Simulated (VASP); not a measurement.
# Ru (P6_3/mmc) in VASP: a series of runs

Aim: see how the results for Ru move with the level of theory and the settings. Levels: PBE-based screened hybrid with 25 % exact exchange, r2SCAN0. Tasks: single point.

Everything below comes from runs of VASP 6.6.1. Logs are shortened: lines on timing, memory, paths and dates and some standing lists are left out, and cuts for length are marked.

## (1) The cell of the first run

It takes space group P6_3/mmc (No. 194, hexagonal). Conventional cell: a = 2.759 Å, b = 2.759 Å, c = 4.366 Å, α = 90.00°, β = 90.00°, γ = 120.00°. Ru (site symmetry -6m2) has 12 Ru at 2.70 to 2.76 Å within 3.6 Å.

## (2) Single point, PBE-based screened hybrid with 25 % exact exchange

Contents of POSCAR:

```
Ru
1.0
    2.7588683749      0.0000000000      0.0000000000
   -1.3794341875      2.3892500984      0.0000000000
    0.0000000000      0.0000000000      4.3658801443
Ru
2
Direct
    0.6666666667      0.3333333333      0.7500000000
    0.3333333333      0.6666666667      0.2500000000
```

Contents of INCAR.step1:

```
PREC = Accurate
ENCUT = 520
EDIFF = 1E-5
ISMEAR = -1
SIGMA = 0.05
LREAL = False
LASPH = True
NELM = 60
ALGO = Normal
ISIF = 2
LWAVE = True
LCHARG = False
GGA = PE
NBANDS = 21
```

Contents of INCAR.step2:

```
PREC = Accurate
ENCUT = 520
EDIFF = 1E-6
ISMEAR = -1
SIGMA = 0.05
LREAL = False
LASPH = True
NELM = 60
ALGO = Normal
ISIF = 2
LWAVE = False
LCHARG = False
GGA = PE
LHFCALC = True
AEXX = 0.25
HFSCREEN = 0.3
PRECFOCK = Normal
ISTART = 1
NBANDS = 21
```

Contents of KPOINTS:

```
regular mesh
0
Gamma
  6 6 3
```

Potentials or basis: VASP PAW PBE potentials, release 64 (Ru_pv).

Started as:

```
$ cat potpaw_PBE.64/Ru_pv/POTCAR > POTCAR
$ cp INCAR.step1 INCAR
$ mpirun -np 1 vasp_std > vasp.out
$ cp INCAR.step2 INCAR
$ mpirun -np 1 vasp_std > vasp.out
```

OUTCAR:

```text
PREC = Accurate
   ENCUT = 520
   EDIFF = 1E-6
   ISMEAR = -1
   LREAL = False
   LASPH = True
   NELM = 60
   ISIF = 2
   GGA = PE
   LHFCALC = True
   AEXX = 0.25
   HFSCREEN = 0.3
   PRECFOCK = Normal
   ISTART = 1

 ion  position               nearest neighbor table
   1  0.667  0.333  0.750-   2 2.70   2 2.70   2 2.70   2 2.70   2 2.70   2 2.70
   2  0.333  0.667  0.250-   1 2.70   1 2.70   1 2.70   1 2.70   1 2.70   1 2.70

  LATTYP: Found a hexagonal cell.
 ALAT       =     2.7588683749
 C/A-ratio  =     1.5824894671

  Lattice vectors:

 A1 = (   2.7588683749,   0.0000000000,   0.0000000000)
 A2 = (  -1.3794341875,   2.3892500984,   0.0000000000)
 A3 = (   0.0000000000,   0.0000000000,   4.3658801443)

Analysis of symmetry for initial positions (statically):
=====================================================================
 Subroutine PRICEL returns:
 Original cell was already a primitive cell.

 Routine SETGRP: Setting up the symmetry group for a
 hexagonal supercell.

 Subroutine GETGRP returns: Found 24 space group operations
 (whereof 12 operations were pure point group operations)
 out of a pool of 24 trial point group operations.

The static configuration has the point symmetry D_3d.
 The point group associated with its full space group is D_6h.

Analysis of symmetry for dynamics (positions and initial velocities):
=====================================================================
 Subroutine PRICEL returns:
 Original cell was already a primitive cell.

 Routine SETGRP: Setting up the symmetry group for a
 hexagonal supercell.

 Subroutine GETGRP returns: Found 24 space group operations
 (whereof 12 operations were pure point group operations)
 out of a pool of 24 trial point group operations.

The dynamic configuration has the point symmetry D_3d.
 The point group associated with its full space group is D_6h.

 Subroutine INISYM returns: Found 24 space group operations
 (whereof 12 operations are pure point group operations),
 and found     1 'primitive' translations

----------------------------------------------------------------------------------------

                                     Primitive cell

  volume of cell :      28.7783

  direct lattice vectors                    reciprocal lattice vectors
     2.758868375  0.000000000  0.000000000     0.362467456  0.209270683  0.000000000
    -1.379434188  2.389250098  0.000000000     0.000000000  0.418541366  0.000000000
     0.000000000  0.000000000  4.365880144     0.000000000  0.000000000  0.229048890

  length of vectors
     2.758868375  2.758868375  4.365880144     0.418541366  0.418541366  0.229048890

  position of ions in fractional coordinates (direct lattice)
     0.666666667  0.333333333  0.750000000
     0.333333333  0.666666667  0.250000000

  ion indices of the primitive-cell ions
   primitive index   ion index
                 1           1
                 2           2

----------------------------------------------------------------------------------------

 KPOINTS: regular mesh

Automatic generation of k-mesh.
 Grid dimensions read from file:
 generate k-points for:    6    6    3

 Generating k-lattice:

  Cartesian coordinates                     Fractional coordinates (reciprocal lattice)
     0.060411243  0.034878447  0.000000000     0.166666667  0.000000000  0.000000000
     0.000000000  0.069756894  0.000000000     0.000000000  0.166666667  0.000000000
     0.000000000  0.000000000  0.076349630     0.000000000  0.000000000  0.333333333

  Length of vectors
     0.069756894  0.069756894  0.076349630

  Shift w.r.t. Gamma in fractional coordinates (k-lattice)
     0.000000000  0.000000000  0.000000000

 Subroutine IBZKPT returns following result:
 ===========================================

 Found     14 irreducible k-points:

 Following reciprocal coordinates:
            Coordinates               Weight
  0.000000  0.000000  0.000000      1.000000
  0.166667  0.000000  0.000000      6.000000
  0.333333 -0.000000  0.000000      6.000000
  0.500000  0.000000  0.000000      3.000000
  0.166667  0.166667  0.000000      6.000000
  0.333333  0.166667  0.000000     12.000000
  0.333333  0.333333  0.000000      2.000000
  0.000000  0.000000  0.333333      2.000000
  0.166667  0.000000  0.333333     12.000000
  0.333333 -0.000000  0.333333     12.000000
  0.500000  0.000000  0.333333      6.000000
  0.166667  0.166667  0.333333     12.000000
  0.333333  0.166667  0.333333     24.000000
  0.333333  0.333333  0.333333      4.000000
   k-points           NKPTS =     14   k-points in BZ     NKDIM =    108   number of bands    NBANDS=     21
   number of dos      NEDOS =    301   number of ions     NIONS =      2
   total plane-waves  NPLWV =  18432
   dimension x,y,z NGX =    24 NGY =   24 NGZ =   32
   dimension x,y,z NGXF=    48 NGYF=   48 NGZF=   64
   ions per type =               2
   NGX,Y,Z   is equivalent  to a cutoff of  14.46, 14.46, 12.19 a.u.
   NGXF,Y,Z  is equivalent  to a cutoff of  28.92, 28.92, 24.37 a.u.
 SYSTEM =  unknown system
   PREC   = accura    normal or accurate (medium, high low for compatibility)
   ISTART =      1    job   : 0-new  1-cont  2-samecut
   ICHARG =      0    charge: 1-file 2-atom 10-const
   ISPIN  =      1    spin polarized calculation?
   LNONCOLLINEAR =      F non collinear calculations
   LSORBIT =      F    spin-orbit coupling
   LASPH  =      T    aspherical Exc in radial PAW
   ENCUT  =  520.0 eV  38.22 Ry    6.18 a.u.   5.13  5.13  8.12*2*pi/ulx,y,z
   NELM   =     60;   NELMIN=  2; NELMDL=  0     # of ELM steps
   EDIFF  = 0.1E-05   stopping-criterion for ELM
   LREAL  =      F    real-space projection
   EDIFFG = 0.1E-04   stopping-criterion for IOM
   NSW    =      0    number of steps for IOM
   IBRION =     -1    ionic relax: 0-MD 1-quasi-New 2-CG
   NFREE  =      0    steps in history (QN), initial steepest desc. (CG)
   ISIF   =      2    stress and relaxation
   ISYM   =      3    0-nonsym 1-usesym 2-fastsym
   POTIM  = 0.5000    time-step for ionic-motion
   TEBEG  =    0.0;   TEEND  =   0.0 temperature during run
   PSTRESS=    0.0 pullay stress
   NELECT =      28.0000    total number of electrons
   NUPDOWN=      -1.0000    fix difference up-down
   EMIN   =  10.00;   EMAX   =-10.00  energy-range for DOS
   EFERMI =   0.00;   METHOD = LEGACY
   ISMEAR =    -1;   SIGMA  =   0.05  broadening in eV -4-tet -1-fermi 0-gaus
   EFERMI_NEDOS =   21; number of points for ismear=-14 and -15
   IALGO  =     38    algorithm
   IMIX   =      1    mixing-type and parameters
     AMIX     =   0.40;   BMIX     =  1.00
     AMIX_MAG =   1.60;   BMIX_MAG =  1.00
  volume/ion in A,a.u.               =      14.39        97.10
  Fermi-wavevector in a.u.,A,eV,Ry     =   1.622206  3.065525 35.804449  2.631553
  Thomas-Fermi vector in A             =   2.715857
   LORBIT       =      0    0 simple, 1 ext, 2 COOP (PROOUT), +10 PAW based schemes
   GGA     = PE    functional components
   LHFCALC =     T    Hartree Fock is set to
   PRECFOCK=normal    Normal, Fast or Accurate (Low or Medium for compatibility)
   ENCUT4O =  -1.0   cutoff for four orbital integrals eV
   NKREDX  =     1    reduce k-point grid by
   NKREDY  =     1    reduce k-point grid by
   NKREDZ  =     1    reduce k-point grid by
   AEXX    =    0.2500 exact exchange contribution
   HFSCREEN=    0.3000 screening length (either q_TF or 0.3 A-1)
   HFSCREENC=   0.3000 screening length for correlation (either q_TF or 0.3 A-1)
   ENCUTFOCK=  -1.0 apply spherical cutoff to Coloumb kernel
   IVDW    =     0    specifies the selected vdW correction
   LEPSILON=     F    determine dielectric tensor
   LRPA    =     F    only Hartree local field effects (RPA)
 non-spin polarized calculation
  energy-cutoff  :      520.00
  volume of cell :       28.78
 maximum number of plane-waves:       782
 NGX is ok and might be reduce to    24
  NGX = 16; NGY = 16; NGZ = 28

 number of electron      28.0000012 magnetization

 Free energy of the ion-electron system (eV)
  ---------------------------------------------------
  ext. energy  EPLUGINS =         0.00000000
  ---------------------------------------------------
  free energy    TOTEN  =       -20.77896930 eV

  energy without entropy =      -20.76774757  energy(sigma->0) =      -20.77335843

 E-fermi :  11.4605     XC(G=0): -11.3573

 val. band max:       11.4479631987   @ k =   0.1667   0.1667   0.0000
 cond. band min:      11.5342332259   @ k =   0.1667   0.0000   0.3333
 fundamental gap:      0.0862700272
 Fermi energy:        11.4604956345

 k-point     1 :       0.0000    0.0000    0.0000
  band No.  band energies     occupation
      1     -34.8922      2.00000
      2     -34.0043      2.00000
      3     -34.0043      2.00000
      4     -33.8369      2.00000
      5     -33.8369      2.00000
      6     -33.7807      2.00000
[... 13 lines left out ...]
     20      25.6777      0.00000
     21      25.6806      0.00000

 k-point     2 :       0.1667    0.0000    0.0000
  band No.  band energies     occupation
      1     -34.8028      2.00000
      2     -34.1852      2.00000
      3     -34.0648      2.00000
      4     -34.0251      2.00000
      5     -33.8644      2.00000
      6     -33.8261      2.00000
[... 13 lines left out ...]
     20      25.6778      0.00000
     21      25.6802      0.00000

 k-point     3 :       0.3333   -0.0000    0.0000
  band No.  band energies     occupation
      1     -34.5865      2.00000
      2     -34.5478      2.00000
      3     -34.3784      2.00000
      4     -34.1784      2.00000
      5     -33.9542      2.00000
      6     -33.9237      2.00000
[... 13 lines left out ...]
     20      23.4213      0.00000
     21      25.6781      0.00000
[... 217 lines left out ...]
 k-point    13 :       0.3333    0.1667    0.3333
  band No.  band energies     occupation
      1     -34.7367      2.00000
      2     -34.6517      2.00000
      3     -34.3144      2.00000
      4     -34.1862      2.00000
      5     -34.0928      2.00000
      6     -33.9744      2.00000
[... 13 lines left out ...]
     20      24.8023      0.00000
     21      25.6674      0.00000

 k-point    14 :       0.3333    0.3333    0.3333
  band No.  band energies     occupation
      1     -34.6268      2.00000
      2     -34.6268      2.00000
      3     -34.5121      2.00000
      4     -34.3350      2.00000
      5     -34.0256      2.00000
      6     -34.0256      2.00000
[... 13 lines left out ...]
     20      23.9583      0.00000
     21      24.0671      0.00000

------------------------ aborting loop because EDIFF is reached ----------------------------------------

  FORCE on cell =-STRESS in cart. coord.  units (eV):
  Direction    XX          YY          ZZ          XY          YZ          ZX
  --------------------------------------------------------------------------------------
  -------------------------------------------------------------------------------------
  Total       -3.8175803     -3.8175803     -5.0178931      0.0000000     -0.0000000      0.0000000
  in kB     -212.5369096   -212.5369096   -279.3621660      0.0000000     -0.0000000      0.0000000
  external PRESSURE =    -234.8119951 kB  Pullay stress =       0.0000000 kB

 VOLUME and BASIS-vectors are now :
 -----------------------------------------------------------------------------
  energy-cutoff  :      520.00
  volume of cell :       28.78
      direct lattice vectors                 reciprocal lattice vectors
     2.758868375  0.000000000  0.000000000     0.362467456  0.209270683  0.000000000
    -1.379434188  2.389250098  0.000000000     0.000000000  0.418541366  0.000000000
     0.000000000  0.000000000  4.365880144     0.000000000  0.000000000  0.229048890

 POSITION                                       TOTAL-FORCE (eV/Angst)
 -----------------------------------------------------------------------------------
      1.37943      0.79642      3.27441         0.000000     -0.000000      0.000000
     -0.00000      1.59283      1.09147        -0.000000      0.000000      0.000000
 -----------------------------------------------------------------------------------
    total drift:                               -0.000000      0.000000      0.000000

  FREE ENERGIE OF THE ION-ELECTRON SYSTEM (eV)
  ---------------------------------------------------
  free  energy   TOTEN  =       -20.7789693007 eV

  energy  without entropy=      -20.7677475687  energy(sigma->0) =      -20.77335843
```

It took 20 min on 1 thread of AMD EPYC 7R13 (Zen 3), shared host; peak memory 0.23 GiB.

Results:

```yaml
Free_energy: -20.7790 eV
Pressure: -23.5 GPa
Band_gap_on_the_k_mesh: zero (bands 14 and 15 overlap by 3.31 eV)
```

Stress tensor (GPa, compression positive):
```
-21.25   0.00   0.00
  0.00 -21.25   0.00
  0.00   0.00 -27.94
```

Caveat: the k points lie up to 0.48 Å⁻¹ apart, too coarse for converged energies and pressures of a metal; the PAW data sets were made with another functional, which shifts forces and pressure a little.

[end of part 1 of 2]
